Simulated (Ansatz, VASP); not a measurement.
## Two plane-wave programs on PtS2

```
CELL_PARAMETERS angstrom
3.54320 0.00000 0.00000
-1.77160 3.06850 0.00000
0.00000 0.00000 5.03880
ATOMIC_POSITIONS crystal
Pt 0.00000 0.00000 0.00000
S 0.33333 0.66667 0.25000
S 0.66667 0.33333 0.75000
```

Alike in both runs: task single point; functional PBE; k mesh 6 × 6 × 4; occupations fermi-dirac, width 0.0082 eV; no spin polarisation.

|  | VASP | Ansatz |
| --- | --- | --- |
| version | VASP 6.6.1 | Ansatz 0.2.0 |
| potentials or method | VASP PAW PBE potentials, release 64 (Pt, S), cutoff 500 eV | scalar-relativistic, plane waves, PAW |
| valence electrons in the cell | 22 | 30 |

VASP gave:

- gap on the k mesh at the Fermi level (eV): 0.56
- least direct gap on the mesh (eV): 1.31
- pressure (GPa): 2.0
- traceless stress, the component that is largest in VASP (GPa): -1.70
- rms of the force components (eV/Å): 0.176

Which values does Ansatz return?

gap on the k mesh at the Fermi level (eV): 0.56; least direct gap on the mesh (eV): 1.31; pressure (GPa): 2.4; traceless stress, the component that is largest in VASP (GPa): -1.83; rms of the force components (eV/Å): 0.157.

Atom by atom the forces differ by 0.019 eV/Å (rms over components). VASP's potentials hold 22 valence electrons a cell and Ansatz's 30, so a difference there can come from the potentials and not from the codes.

Spin-orbit coupling is off throughout.
